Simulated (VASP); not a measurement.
Crystal: SiAs3.

```xyz
8
Lattice="0.0000 4.3736 4.3736 4.3736 0.0000 4.3736 4.3736 4.3736 0.0000" Properties=species:S:1:pos:R:3 pbc="T T T"
Si    4.3736    4.3736    4.3736
Si    6.5603    6.5603    6.5603
As    6.6745    4.3736    4.3736
As    2.0726    4.3736    4.3736
As    4.3736    6.6745    4.3736
As    4.3736    2.0726    4.3736
As    4.3736    4.3736    6.6745
As    4.3736    4.3736    2.0726
```

* Program: VASP 6.6.1
* Task: relaxation of cell and atoms
* Functional: PBE
* Potentials or basis: VASP PAW PBE potentials, release 64 (Si, As)
* Cutoff: 600 eV
* k mesh: 4 × 4 × 4
* Occupations: gaussian, width 0.1 eV
* Spin: no spin polarisation

At the start: pressure 5.4 GPa; volume 20.91 Å³/atom.

Question: How do energy, volume and symmetry change on relaxing?

Answer: Over 7 steps the energy falls by 104.5 meV/atom and the volume is 22.49 Å³/atom (+7.5 %); space group F-43m (No. 216, to 0.05 Å).

The path:
```csv
step,energy change (eV),largest force (eV/Å),pressure (GPa),volume (Å³)
1,0.0000,1.5241,5.35,167.32
2,-0.6164,0.6949,-1.80,184.82
3,-0.6232,0.6394,-2.39,186.99
4,-0.8126,0.2671,-0.71,181.44
5,-0.8351,0.0257,0.30,178.99
6,-0.8351,0.0430,0.23,179.15
7,-0.8363,0.0152,0.03,179.91
```

Final structure:
```
Si As
1.0
     0.00000    4.48068    4.48068
     4.48068    0.00000    4.48068
     4.48068    4.48068    0.00000
Si As
2 6
Direct
  0.50000 0.50000 0.50000
  0.75000 0.75000 0.75000
  0.21975 0.78025 0.78025
  0.78025 0.21975 0.21975
  0.78025 0.21975 0.78025
  0.21975 0.78025 0.21975
  0.78025 0.78025 0.21975
  0.21975 0.21975 0.78025
```
